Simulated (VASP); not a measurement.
Crystal: Si2Mo.

```
Mo Si
1.0
    -1.56734    1.56734    3.85026
     1.56734   -1.56734    3.85026
     1.56734    1.56734   -3.85026
Mo Si
1 2
Cartesian
  0.0000 0.0000 0.0000
  0.0000 0.0000 5.1363
  0.0000 0.0000 2.5643
```

Base run:

| Quantity | Value |
| --- | --- |
| Program | VASP 6.6.1 |
| Functional | r2SCAN |
| Potentials or basis | VASP PAW PBE potentials, release 64 (Mo_sv, Si) |
| Cutoff | 520 eV |
| k mesh | 12 × 12 × 12 |
| Occupations | fermi-dirac, width 0.05 eV |
| Spin | no spin polarisation |

Its results: band gap on the k mesh zero (bands 11 and 12 overlap by 1.15 eV); pressure 14.5 GPa; largest force 0.231 eV/Å.

Problem. After a change of settings the same cell gave: band gap on the k mesh zero (bands 11 and 12 overlap by 1.07 eV); pressure 17.9 GPa; largest force 0.171 eV/Å. Which change was it?
A. functional from r2SCAN to PBEsol; dispersion from none to D4
B. functional from r2SCAN to LDA; potentials or basis from VASP PAW PBE potentials, release 64 (Mo_sv, Si) to VASP PAW LDA potentials, release 64 (Mo_sv, Si)
C. functional from r2SCAN to PBE

Solution. C.

Caveats: the cell stands under pressure; the PAW data sets were made with another functional, which shifts forces and pressure a little (at least some runs).
